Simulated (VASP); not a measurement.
A run of VASP 6.6.1 is set up as follows.

INCAR

```
PREC = Accurate ; ENCUT = 520
EDIFF = 1E-6 ; ISMEAR = 0
SIGMA = 0.1 ; LREAL = False
LASPH = True ; NELM = 80
ALGO = Normal ; ISIF = 2
LWAVE = False ; LCHARG = False
GGA = PE ; NBANDS = 32
```

Contents of KPOINTS:

```
Automatic mesh
0
Gamma
  6 6 2
```

Contents of POSCAR:

```
Ga2SbP3
1.0
    3.4011111259      0.0000000000      0.0000000000
    0.0000000000      3.4011111259      0.0000000000
    0.0000000000      0.0000000000      9.3239718100
Ga Sb P
2 1 3
Direct
    0.5000000000      0.5000000000      0.8380894317
    0.5000000000      0.5000000000      0.1619105683
    0.5000000000      0.5000000000      0.5000000000
    0.0000000000      0.0000000000      0.0000000000
    0.0000000000      0.0000000000      0.7113238307
    0.0000000000      0.0000000000      0.2886761693
```

Potentials or basis: VASP PAW PBE potentials, release 64 (Ga_d, Sb, P).

Command:

```sh
$ cat potpaw_PBE.64/Ga_d/POTCAR potpaw_PBE.64/Sb/POTCAR potpaw_PBE.64/P/POTCAR > POTCAR
$ mpirun -np 1 vasp_std > vasp.out
```

**Question.** Estimate the pressure.

**Answer.** -0.1 GPa.

**Question.** What does it give for the band gap on the k mesh?

**Answer.** Zero (band 23 reaches 9.20 eV, above the bottom of band 24 at 5.87 eV).

**Question.** What does it give for the largest force?

**Answer.** 0.016 eV/Å.

Forces on the atoms (eV/Å):
```
Ga   0.000  0.000 -0.016
Ga   0.000  0.000  0.016
Sb   0.000  0.000  0.000
P    0.000  0.000  0.000
P    0.000  0.000  0.006
P    0.000  0.000 -0.006
```

Caveat: spin-orbit coupling is left out, which moves the levels of the heavy elements.
